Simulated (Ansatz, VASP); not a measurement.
# LiCl: VASP beside Ansatz

File INCAR:

```
SYSTEM = LiCl
PREC = Accurate
ENCUT = 520
EDIFF = 1E-6
ISMEAR = 0
SIGMA = 0.01
LREAL = .False.
LASPH = .True.
NELM = 60
ALGO = Normal
ISIF = 2
LWAVE = .False.
LCHARG = .False.
GGA = PS
NBANDS = 12
```

Contents of KPOINTS:

```
Automatic mesh
0
Gamma
  6 6 6
  0 0 0
```

POSCAR

```
LiCl
1.0
    0.0000000000      2.5560369945      2.5560369945
    2.5560369945      0.0000000000      2.5560369945
    2.5560369945      2.5560369945      0.0000000000
Li Cl
1 1
Direct
    0.0000000000      0.0000000000      0.0000000000
    0.5000000000      0.5000000000      0.5000000000
```

Input for Ansatz:

```yaml
crystal:
  lattice:
    - [0.0, 2.5560369945, 2.5560369945]
    - [2.5560369945, 0.0, 2.5560369945]
    - [2.5560369945, 2.5560369945, 0.0]
  atoms:
    - { symbol: Li, position: [0.0, 0.0, 0.0] }
    - { symbol: Cl, position: [0.5, 0.5, 0.5] }
kpoints:
  mp_grid: { grid: [6, 6, 6] }
hamiltonian:
  xc: pbesol
scf:
  occupations: { method: fixed }
  n_extra_bands: 4
output:
  forces: true
  stress: true
  eigenvalues: true
```

Alike in both runs: task single point; functional PBEsol; k mesh 6 × 6 × 6; no spin polarisation.

|  | VASP | Ansatz |
| --- | --- | --- |
| version | VASP 6.6.1 | Ansatz 0.2.0 |
| potentials or method | VASP PAW PBE potentials, release 64 (Li_sv, Cl) | plane waves, PAW |
| plane-wave cutoff (eV) | 520 | 420 |
| occupations | gaussian, width 0.01 eV | fixed |
| valence electrons in the cell | 10 | 10 |

VASP gave:

* gap on the k mesh at the Fermi level (eV): 6.19

Problem. Which values does Ansatz return?

Solution. gap on the k mesh at the Fermi level (eV): 6.18.

VASP's potentials were made for PBE, not for PBEsol.

Noted on VASP's run: the cutoff is short for stress, so the pressure is rough.
